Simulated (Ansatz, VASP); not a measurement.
**MgF2: VASP beside Ansatz**

```xyz
6
Lattice="4.4301 0.0000 0.0000 0.0000 4.4303 0.0000 0.0000 0.0000 3.1380" Properties=species:S:1:pos:R:3 pbc="T T T"
Mg    2.2150    2.2151    1.5690
Mg    0.0000    0.0000    0.0000
F     3.5639    0.8659    1.5690
F     0.8662    3.5644    1.5690
F     1.3489    1.3493    0.0000
F     3.0812    3.0810    0.0000
```

Change from the starting cell: epitaxial_xy strain -4.2%.

Alike in both runs: task single point; functional HSE06; k mesh 4 × 4 × 6; no spin polarisation.

|  | VASP | Ansatz |
| --- | --- | --- |
| version | VASP 6.6.1 | Ansatz 0.2.0 |
| potentials or method | VASP PAW PBE potentials, release 64 (Mg, F) | plane waves, PAW |
| plane-wave cutoff (eV) | 520 | 420 |
| occupations | gaussian, width 0.01 eV | fixed |
| valence electrons in the cell | 32 | 48 |

VASP gave:

* gap on the k mesh at the Fermi level (eV): 9.70
* pressure (GPa): 7.0
* traceless stress, the component that is largest in VASP (GPa): -6.29
* rms of the force components (eV/Å): 0.004

Question: Which values does Ansatz return?

Answer: gap on the k mesh at the Fermi level (eV): 9.77; pressure (GPa): 7.3; traceless stress, the component that is largest in VASP (GPa): -6.17; rms of the force components (eV/Å): 0.003.

Atom by atom the forces differ by 0.002 eV/Å (rms over components). VASP's potentials hold 32 valence electrons a cell and Ansatz's 48, so a difference there can come from the potentials and not from the codes. Ansatz's warnings: stress exchange threshold loose, stress scf threshold loose.
